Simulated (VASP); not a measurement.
A run of VASP 6.6.1 is set up as follows.

Contents of INCAR:

```
PREC = Accurate
ENCUT = 520
EDIFF = 1E-7
ISMEAR = 0
SIGMA = 0.15
LREAL = F
LASPH = T
NELM = 60
ALGO = Fast
ISIF = 2
LWAVE = F
LCHARG = T
GGA = PE
LELF = T
LVHAR = T
NBANDS = 34
```

Contents of KPOINTS:

```
Automatic mesh
0
Gamma
  13 13 5
```

POSCAR

```
Al2Pt
1.0
    2.9732041201     -2.9732041201      0.0000000000
    2.9732041201      0.0000000000     -2.9732041201
    8.5444844517      8.5444844517      8.5444844517
Al Pt
6 3
Direct
    0.6666666667      0.6666666667      0.2899846352
    1.0000000000      0.0000000000      0.0580062062
    0.3333333333      0.3333333333      0.5219630643
    0.6666666667      0.6666666667      0.6379522788
    1.0000000000      1.0000000000      0.4059738498
    0.3333333333      0.3333333333      0.1739954207
    0.0000000000      0.0000000000      0.5799576715
    0.3333333333      0.3333333333      0.3479792425
    0.6666666667      0.6666666667      0.1160008134
```

Potentials or basis: VASP PAW PBE potentials, release 64 (Al, Pt).

Run with:

```console
$ cat potpaw_PBE.64/Al/POTCAR potpaw_PBE.64/Pt/POTCAR > POTCAR
$ mpirun -np 1 vasp_std > vasp.out
```

(1) What does it give for the band gap on the k mesh?

(2) What does it give for the pressure?

## Answers

(1) zero (band 24 reaches 6.83 eV, above the bottom of band 25 at 3.61 eV).

(2) -2.0 GPa.

Caveat: spin-orbit coupling is left out, which moves the levels of the heavy elements.
